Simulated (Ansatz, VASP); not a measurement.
Cu in VASP and in Ansatz

```
Cu
1.0
    -1.45399    1.46431    1.37398
     1.44871   -1.46799    1.37231
     1.42515    1.43915   -1.37783
Cu
1
Direct
  0.00000 0.00000 0.00000
```

Alike in both runs: functional LDA; k mesh 8 × 8 × 7; occupations fermi-dirac, width 0.05 eV; no spin polarisation.

|  | VASP | Ansatz |
| --- | --- | --- |
| version | VASP 6.6.1 | Ansatz 0.2.0 |
| potentials or method | VASP PAW LDA potentials, release 64 (Cu) | Ansatz PAW |
| plane-wave cutoff (eV) | 520 | 420 |
| valence electrons in the cell | 11 | 19 |
| task | single point | projected density of states |

VASP gave:

| Item | Value |
| --- | --- |
| gap on the k mesh at the Fermi level (eV) | none |
| pressure (GPa) | -6.8 |
| traceless stress, the component that is largest in VASP (GPa) | 1.86 |

Task: Which values does Ansatz return?

Result: gap on the k mesh at the Fermi level (eV): none; pressure (GPa): -7.8; traceless stress, the component that is largest in VASP (GPa): 1.88.

LDA's correlation is that of Perdew and Zunger in VASP and of Perdew and Wang (1992) in Ansatz. A gap of «none» marks a metal or a gap that the smearing closes. VASP's potentials hold 11 valence electrons a cell and Ansatz's 19, so a difference there can come from the potentials and not from the codes.

The k mesh is coarse, so the values compare programs but aren't converged.
